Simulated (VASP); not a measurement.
# Y: single point with PBEsol

Crystal: Y.

```
Y
1.0
     3.62292    0.00000    0.00000
    -1.81146    3.13754    0.00000
     0.00000    0.00000    5.69214
Y
2
Direct
  0.66667 0.33333 0.75000
  0.33333 0.66667 0.25000
```

This cell differs from its parent crystal: volume scaled by 0.98.

* Program: VASP 6.6.1
* Task: single point
* Functional: PBEsol
* Potentials or basis: VASP PAW PBE potentials, release 64 (Y_sv)
* Cutoff: 520 eV
* k mesh: 8 × 8 × 5
* Occupations: fermi-dirac, width 0.05 eV
* Spin: no spin polarisation

```
Pressure               : -1.4 GPa
Band gap on the k mesh : zero (band 11 reaches 3.90 eV, above the bottom of band 12 at 2.53 eV)
```

Stress tensor (GPa, compression positive):
```
-1.25  0.00  0.00
 0.00 -1.25  0.00
 0.00  0.00 -1.69
```

Levels at points of the mesh, in eV from the Fermi level:
```tsv
k point	band 7	band 8	band 9	band 10	band 11	band 12	band 13	band 14	band 15	band 16
(0.00, 0.00, 0.00)	-22.26	-22.23	-4.71	-1.88	0.95	1.77	1.77	2.06	2.38	2.38
(0.50, 0.00, 0.00)	-22.39	-22.32	-1.68	-1.20	-0.83	-0.06	1.42	1.49	2.09	5.12
```

It used 72 s of CPU time on 1 thread of AMD EPYC 7R13 Processor (Zen 3) (shared host).

Caveat: the PAW data sets were made with another functional, which shifts forces and pressure a little.
